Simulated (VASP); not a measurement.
# In: single point with LDA

In:

```
In
1.0
    -1.63155    1.63155    2.48217
     1.63155   -1.63155    2.48217
     1.63155    1.63155   -2.48217
In
1
Direct
  0.00000 0.00000 0.00000
```

| Property | Result |
| --- | --- |
| Program | VASP 6.6.1 |
| Task | single point |
| Functional | LDA |
| Potentials or basis | VASP PAW LDA potentials, release 64 (In_d) |
| Cutoff | 520 eV |
| k mesh | 14 × 14 × 14 |
| Occupations | fermi-dirac, width 0.05 eV |
| Spin | no spin polarisation |

```json
{
  "Pressure": "-3.0 GPa",
  "Band gap on the k mesh": "zero (an odd number of electrons rules out a gap without spin polarisation)"
}
```

Stress tensor (GPa, compression positive):
```
-3.17  0.00  0.00
 0.00 -3.17  0.00
 0.00  0.00 -2.76
```

Levels at points of the mesh, in eV from the Fermi level:
```tsv
k point	band 4	band 5	band 6	band 7	band 8	band 9
(0.00, 0.00, 0.00)	-14.45	-14.35	-9.52	10.30	10.30	10.45
(0.50, 0.00, 0.00)	-14.26	-14.23	-4.39	-3.33	7.36	8.93
(0.50, 0.50, 0.00)	-14.25	-14.16	-1.95	-1.79	3.43	3.86
(0.50, 0.50, 0.50)	-14.22	-14.22	-3.03	-2.65	4.62	4.62
```

Wall time 71 s on 1 thread of Intel(R) Xeon(R) 6975P-C (Granite Rapids) (shared host), peak memory 0.19 GiB.

Caveat: the cell stands under tension; spin-orbit coupling is left out, which moves the levels of the heavy elements.
